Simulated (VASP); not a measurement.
Runs of VASP 6.6.1 on InPd. The structure is that of space group Pm-3m (No. 221), or close to it. The cells are those of the table. 

```csv
cell,gap on the mesh (eV),pressure (GPa)
"a = 3.357 Å, 2 atoms",none,(a)
"a = 3.182 Å, 2 atoms",none,5.8
"a = 3.315 Å, 2 atoms",none,-10.2
"a = 3.228 Å, 2 atoms",none,-1.0
"a = 3.272 Å, 2 atoms",none,(b)
```

Alike in all rows: task single point; level LDA; potentials or basis VASP PAW LDA potentials, release 64 (In_d, Pd); no spin polarisation; k mesh 9 × 9 × 9; cutoff (eV) 520; smearing fermi-dirac 0.15 eV.

Question: Estimate the missing entries.

Answer: (a) -13.1; (b) -6.2.

Caveats: spin-orbit coupling is left out, which moves the levels of the heavy elements.

A k mesh can miss the band edges, and the runs leave out spin-orbit coupling on In, Pd.

A gap of «none» marks levels without a gap at the run's occupations.
